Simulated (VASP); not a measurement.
# DyMgF (P4/nmm) in VASP: notebook

Runs on DyMgF. Level: PBE. Tasks: relaxation of cell and atoms.

Program: VASP 6.6.1. These are calculated values, not measurements. Logs are shortened: lines on timing, memory, paths and dates and some standing lists are left out, and cuts for length are marked.

**1. The cell of the first run**

The structure is tetragonal, space group P4/nmm (No. 129). Conventional cell: a = 3.487 Å, b = 3.487 Å, c = 10.338 Å, α = 90.00°, β = 90.00°, γ = 90.00°. Dy (site symmetry 4mm) has 8 Dy at 3.49 to 3.52 Å and 4 Mg at 3.67 Å and 4 F at 4.28 Å within 4.6 Å. Within 2.8 Å of Mg (site symmetry 4mm) lie 4 F at 2.11 Å. Within 2.8 Å of F (site symmetry -4m2) lie 4 Mg at 2.11 Å and 4 F at 2.47 Å.

The cell was generated, and may not be a known phase.

**2. Relaxation of cell and atoms, PBE**

Input file INCAR:

```
SYSTEM = DyMgF
  PREC = Accurate
  ENCUT = 600
  EDIFF = 1E-7
  ISMEAR = 0
  SIGMA = 0.1
  LREAL = .FALSE.
  LASPH = .TRUE.
  NELM = 200
  ALGO = Normal
  ISIF = 3
  LWAVE = .FALSE.
  LCHARG = .FALSE.
  GGA = PE
  IBRION = 2
  NSW = 100
  EDIFFG = -0.01
  GGA_COMPAT = .FALSE.
  NELMIN = 4
  LMAXMIX = 6
```

Input file KPOINTS:

```
regular mesh
0
G
  10 10 4
  0 0 0
```

Input file POSCAR:

```
DyMgF
1.0
    3.4865694347      0.0000000000      0.0000000000
    0.0000000000      3.4865694347      0.0000000000
    0.0000000000      0.0000000000     10.3383472410
Dy Mg F
2 2 2
Direct
    0.0000000000      0.5000000000      0.3783424212
    0.5000000000      0.0000000000      0.6216575788
    0.0000000000      0.5000000000      0.8841633868
    0.5000000000      0.0000000000      0.1158366132
    0.0000000000      0.0000000000      0.0000000000
    0.5000000000      0.5000000000      0.0000000000
```

Potentials or basis: VASP PAW PBE potentials, release 64 (Dy_3, Mg, F), 4f in core.

Launch:

```sh
cat potpaw_PBE.64/Dy_3/POTCAR potpaw_PBE.64/Mg/POTCAR potpaw_PBE.64/F/POTCAR > POTCAR
mpirun -np 1 vasp_std > vasp.out
```

OUTCAR:

```text
SYSTEM = DyMgF
   PREC = Accurate
   ENCUT = 600
   EDIFF = 1E-7
   ISMEAR = 0
   LREAL = .FALSE.
   LASPH = .TRUE.
   NELM = 200
   ISIF = 3
   GGA = PE
   IBRION = 2
   NSW = 100
   EDIFFG = -0.01
   NELMIN = 4

 ion  position               nearest neighbor table
   1  0.000  0.500  0.378-   2 3.52   2 3.52   2 3.52   2 3.52   4 3.67   4 3.67   4 3.67   4 3.67

   2  0.500  0.000  0.622-   1 3.52   1 3.52   1 3.52   1 3.52   3 3.67   3 3.67   3 3.67   3 3.67

   3  0.000  0.500  0.884-   5 2.11   6 2.11   5 2.11   6 2.11   4 3.44   4 3.44   4 3.44   4 3.44
                             2 3.67   2 3.67   2 3.67   2 3.67
   4  0.500  0.000  0.116-   5 2.11   6 2.11   6 2.11   5 2.11   3 3.44   3 3.44   3 3.44   3 3.44
                             1 3.67   1 3.67   1 3.67   1 3.67
   5  0.000  0.000  0.000-   3 2.11   4 2.11   3 2.11   4 2.11
   6  0.500  0.500  0.000-   3 2.11   4 2.11   4 2.11   3 2.11

  LATTYP: Found a simple tetragonal cell.
 ALAT       =     3.4865694347
 C/A-ratio  =     2.9651918410

  Lattice vectors:

 A1 = (   3.4865694347,   0.0000000000,   0.0000000000)
 A2 = (   0.0000000000,   3.4865694347,   0.0000000000)
 A3 = (   0.0000000000,   0.0000000000,  10.3383472410)

Analysis of symmetry for initial positions (statically):
=====================================================================
 Subroutine PRICEL returns:
 Original cell was already a primitive cell.

 Routine SETGRP: Setting up the symmetry group for a
 simple tetragonal supercell.

 Subroutine GETGRP returns: Found 16 space group operations
 (whereof  8 operations were pure point group operations)
 out of a pool of 16 trial point group operations.

The static configuration has the point symmetry D_2d.
 The point group associated with its full space group is D_4h.

Analysis of symmetry for dynamics (positions and initial velocities):
=====================================================================
 Subroutine PRICEL returns:
 Original cell was already a primitive cell.

 Routine SETGRP: Setting up the symmetry group for a
 simple tetragonal supercell.

 Subroutine GETGRP returns: Found 16 space group operations
 (whereof  8 operations were pure point group operations)
 out of a pool of 16 trial point group operations.

The dynamic configuration has the point symmetry D_2d.
 The point group associated with its full space group is D_4h.

 Subroutine INISYM returns: Found 16 space group operations
 (whereof  8 operations are pure point group operations),
 and found     1 'primitive' translations

----------------------------------------------------------------------------------------

                                     Primitive cell

  volume of cell :     125.6747

  direct lattice vectors                    reciprocal lattice vectors
     3.486569435  0.000000000  0.000000000     0.286814882  0.000000000  0.000000000
     0.000000000  3.486569435  0.000000000     0.000000000  0.286814882  0.000000000
     0.000000000  0.000000000 10.338347241     0.000000000  0.000000000  0.096727260

  length of vectors
     3.486569435  3.486569435 10.338347241     0.286814882  0.286814882  0.096727260

  position of ions in fractional coordinates (direct lattice)
     0.000000000  0.500000000  0.378342421
     0.500000000  0.000000000  0.621657579
     0.000000000  0.500000000  0.884163387
     0.500000000  0.000000000  0.115836613
     0.000000000  0.000000000  0.000000000
     0.500000000  0.500000000  0.000000000

  ion indices of the primitive-cell ions
   primitive index   ion index
                 1           1
                 2           2
                 3           3
                 4           4
                 5           5
                 6           6

----------------------------------------------------------------------------------------

 KPOINTS: regular mesh

Automatic generation of k-mesh.
 Grid dimensions read from file:
 generate k-points for:   10   10    4

 Generating k-lattice:

  Cartesian coordinates                     Fractional coordinates (reciprocal lattice)
     0.028681488  0.000000000  0.000000000     0.100000000  0.000000000  0.000000000
     0.000000000  0.028681488  0.000000000     0.000000000  0.100000000  0.000000000
     0.000000000  0.000000000  0.024181815     0.000000000  0.000000000  0.250000000

  Length of vectors
     0.028681488  0.028681488  0.024181815

  Shift w.r.t. Gamma in fractional coordinates (k-lattice)
     0.000000000  0.000000000  0.000000000

 Subroutine IBZKPT returns following result:
 ===========================================

 Found     63 irreducible k-points:

 Following reciprocal coordinates:
            Coordinates               Weight
  0.000000  0.000000  0.000000      1.000000
  0.100000  0.000000  0.000000      4.000000
  0.200000  0.000000  0.000000      4.000000
  0.300000  0.000000  0.000000      4.000000
  0.400000  0.000000  0.000000      4.000000
  0.500000  0.000000  0.000000      2.000000
[... 16 lines left out ...]
  0.100000  0.000000  0.250000      8.000000
  0.200000  0.000000  0.250000      8.000000
 [... further k-points ...]
   k-points           NKPTS =     63   k-points in BZ     NKDIM =     63   number of bands    NBANDS=     22
   number of dos      NEDOS =    301   number of ions     NIONS =      6
   total plane-waves  NPLWV =  65856
   dimension x,y,z NGX =    28 NGY =   28 NGZ =   84
   dimension x,y,z NGXF=    56 NGYF=   56 NGZF=  168
   ions per type =               2   2   2
   NGX,Y,Z   is equivalent  to a cutoff of  13.35, 13.35, 13.51 a.u.
   NGXF,Y,Z  is equivalent  to a cutoff of  26.70, 26.70, 27.02 a.u.
 SYSTEM =  DyMgF
   PREC   = accura    normal or accurate (medium, high low for compatibility)
   ISTART =      0    job   : 0-new  1-cont  2-samecut
   ICHARG =      2    charge: 1-file 2-atom 10-const
   ISPIN  =      1    spin polarized calculation?
   LNONCOLLINEAR =      F non collinear calculations
   LSORBIT =      F    spin-orbit coupling
   LASPH  =      T    aspherical Exc in radial PAW
   ENCUT  =  600.0 eV  44.10 Ry    6.64 a.u.   6.96  6.96 20.65*2*pi/ulx,y,z
   NELM   =    200;   NELMIN=  4; NELMDL= -5     # of ELM steps
   EDIFF  = 0.1E-06   stopping-criterion for ELM
   LREAL  =      F    real-space projection
   EDIFFG = -.1E-01   stopping-criterion for IOM
   NSW    =    100    number of steps for IOM
   IBRION =      2    ionic relax: 0-MD 1-quasi-New 2-CG
   NFREE  =      1    steps in history (QN), initial steepest desc. (CG)
   ISIF   =      3    stress and relaxation
   ISYM   =      2    0-nonsym 1-usesym 2-fastsym
   POTIM  = 0.5000    time-step for ionic-motion
   TEBEG  =    0.0;   TEEND  =   0.0 temperature during run
   PSTRESS=    0.0 pullay stress
   NELECT =      36.0000    total number of electrons
   NUPDOWN=      -1.0000    fix difference up-down
   EMIN   =  10.00;   EMAX   =-10.00  energy-range for DOS
   EFERMI =   0.00;   METHOD = LEGACY
   ISMEAR =     0;   SIGMA  =   0.10  broadening in eV -4-tet -1-fermi 0-gaus
   EFERMI_NEDOS =   21; number of points for ismear=-14 and -15
   IALGO  =     38    algorithm
   IMIX   =      4    mixing-type and parameters
     AMIX     =   0.40;   BMIX     =  1.00
     AMIX_MAG =   1.60;   BMIX_MAG =  1.00
  volume/ion in A,a.u.               =      20.95       141.35
  Fermi-wavevector in a.u.,A,eV,Ry     =   1.079178  2.039351 15.845687  1.164625
  Thomas-Fermi vector in A             =   2.215136
   LORBIT       =      0    0 simple, 1 ext, 2 COOP (PROOUT), +10 PAW based schemes
   GGA     = PE    functional components
   LHFCALC =     F    Hartree Fock is set to
   AEXX    =    0.0000 exact exchange contribution
   IVDW    =     0    specifies the selected vdW correction
   LEPSILON=     F    determine dielectric tensor
   LRPA    =     F    only Hartree local field effects (RPA)
 conjugate gradient relaxation of ions
 non-spin polarized calculation
 Gauss-broadening in eV      SIGMA  =   0.10
  energy-cutoff  :      600.00
  volume of cell :      125.67
 maximum number of plane-waves:      4220
 NGX is ok and might be reduce to    28
   NGX = 13   NGY = 13   NGZ = 41

--------------------------------------- Ionic step        1  -------------------------------------------

 number of electron      36.0000000 magnetization

 Free energy of the ion-electron system (eV)
  ---------------------------------------------------
  ext. energy  EPLUGINS =         0.00000000
  ---------------------------------------------------
  free energy    TOTEN  =       -25.35523742 eV

  energy without entropy =      -25.34039539  energy(sigma->0) =      -25.34781640

------------------------ aborting loop because EDIFF is reached ----------------------------------------

  FORCE on cell =-STRESS in cart. coord.  units (eV):
  Direction    XX          YY          ZZ          XY          YZ          ZX
  --------------------------------------------------------------------------------------
  -------------------------------------------------------------------------------------
  Total        0.1142833      0.1142833      0.0503012      0.0000000      0.0000000     -0.0000000
  in kB        1.4569535      1.4569535      0.6412702      0.0000000      0.0000000     -0.0000000
  external PRESSURE =       1.1850590 kB  Pullay stress =       0.0000000 kB
[... 105 lines left out ...]
  energy  without entropy=      -25.3409925984  energy(sigma->0) =      -25.34852708

--------------------------------------- Ionic step        4  -------------------------------------------

 number of electron      36.0000002 magnetization

 Free energy of the ion-electron system (eV)
  ---------------------------------------------------
  ext. energy  EPLUGINS =         0.00000000
  ---------------------------------------------------
  free energy    TOTEN  =       -25.35629453 eV

  energy without entropy =      -25.34120406  energy(sigma->0) =      -25.34874930

 E-fermi :   3.1213     XC(G=0):  -9.3334

 val. band max:        3.1160068878   @ k =   0.3000   0.1000   0.5000
 cond. band min:       3.1251312237   @ k =   0.4000   0.4000   0.5000
 fundamental gap:      0.0091243359
 Fermi energy:         3.1212834949

 k-point     1 :       0.0000    0.0000    0.0000
  band No.  band energies     occupation
      1     -23.2535      2.00000
      2     -21.9965      2.00000
      3     -20.3877      2.00000
      4     -20.0787      2.00000
      5     -20.0787      2.00000
      6     -20.0621      2.00000
[... 574 lines left out ...]
      6     -20.0555      2.00000
[... 14 lines left out ...]
     21       4.9930      0.00000
     22       5.1350      0.00000

 [... further k-points ...]

------------------------ aborting loop because EDIFF is reached ----------------------------------------

  FORCE on cell =-STRESS in cart. coord.  units (eV):
  Direction    XX          YY          ZZ          XY          YZ          ZX
  --------------------------------------------------------------------------------------
  -------------------------------------------------------------------------------------
  Total       -0.0266526     -0.0266526     -0.0051155      0.0000000      0.0000000      0.0000000
  in kB       -0.3389797     -0.3389797     -0.0650607      0.0000000      0.0000000      0.0000000
  external PRESSURE =      -0.2476734 kB  Pullay stress =       0.0000000 kB
[... 21 lines left out ...]
  FREE ENERGIE OF THE ION-ELECTRON SYSTEM (eV)
  ---------------------------------------------------
  free  energy   TOTEN  =       -25.3562945330 eV

  energy  without entropy=      -25.3412040635  energy(sigma->0) =      -25.34874930

 reached required accuracy - stopping structural energy minimisation
```

Wall time 4.2 min (1 thread of Intel Xeon 6975P-C (Granite Rapids), shared host); peak memory 0.4 GiB.

What came out:

- Free energy: -25.3563 eV
- Relaxed volume: 21.00 Å³/atom
- Relaxed cell: a = 3.491 Å, b = 3.491 Å, c = 10.338 Å, α = 90.00°, β = 90.00°, γ = 90.00°
- Space group after relaxing (to 0.1 Å): P4/nmm (No. 129)
- Energy gained by relaxing: 0.2 meV/atom
- Ionic steps: 4
- Pressure after relaxing: 0.0 GPa
- Largest force after relaxing: 0.006 eV/Å
- Band gap on the k mesh: zero (bands 18 and 19 overlap by 0.60 eV)

Forces on the atoms (eV/Å):
```
Dy   0.000  0.000 -0.006
Dy   0.000  0.000  0.006
Mg   0.000  0.000  0.003
Mg   0.000  0.000 -0.003
F    0.000  0.000  0.000
F    0.000  0.000  0.000
```

The path:
| step | energy change (eV) | largest force (eV/Å) | pressure (GPa) | volume (Å³) |
| --- | --- | --- | --- | --- |
| 1 | 0.0000 | 0.0830 | 0.12 | 125.67 |
| 2 | -0.0007 | 0.0487 | -0.01 | 125.96 |
| 3 | -0.0008 | 0.0277 | -0.12 | 126.19 |
| 4 | -0.0011 | 0.0065 | -0.02 | 125.97 |

Final structure:
```
Dy Mg F
1.0
     3.49078    0.00000    0.00000
     0.00000    3.49078    0.00000
     0.00000    0.00000   10.33790
Dy Mg F
2 2 2
Cartesian
  0.0000 1.7454 3.9012
  1.7454 0.0000 6.4368
  0.0000 1.7454 9.1434
  1.7454 3.4908 1.1945
  0.0000 0.0000 10.3379
  1.7454 1.7454 10.3379
```

Caveat: spin-orbit coupling is left out, which moves the levels of the heavy elements; the 4f electrons are frozen in the core, so they carry no moment and show no levels; the run has no spin polarisation, though such a crystal can be magnetic. With open d or f shells a metallic result of PBE can be an artefact of self-interaction; +U or a hybrid may open a gap.

(Part 1 of 2 ends here.)

The gap in the log of VASP goes by the Fermi energy; the results here count the filled bands.